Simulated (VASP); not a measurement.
A run of VASP 6.6.1:

File INCAR:

```
SYSTEM = Ga
PREC = Accurate ; ENCUT = 520
EDIFF = 1E-8 ; ISMEAR = -1
SIGMA = 0.05 ; LREAL = .FALSE.
LASPH = .TRUE. ; NELM = 100
ALGO = Normal ; ISIF = 2
LWAVE = .FALSE. ; LCHARG = .FALSE.
GGA = CA ; LEFG = .TRUE.
ISYM = 0 ; NBANDS = 12
```

File KPOINTS:

```
Automatic mesh
0
G
  14 14 16
  0 0 0
```

The input POSCAR:

```
Ga
1.0
   -1.4315364027      1.4315364027      2.2727169812
    1.4315364027     -1.4315364027      2.2727169812
    1.4315364027      1.4315364027     -2.2727169812
Ga
1
Direct
    0.0000000000      0.0000000000      0.0000000000
```

Potentials or basis: VASP PAW LDA potentials, release 64 (Ga_d).

Run with:

```bash
$ cat potpaw_LDA.64/Ga_d/POTCAR > POTCAR
$ mpirun -np 1 vasp_std > vasp.out
```

Hardware: 1 thread of Intel(R) Xeon(R) 6975P-C (Granite Rapids), with other jobs on the host.

Estimate the wall time of this run.

Wall time 81 s on 1 thread of Intel(R) Xeon(R) 6975P-C (Granite Rapids), with other jobs on the host, peak memory 0.42 GiB. Counts: scf iterations 11, k points 1572.
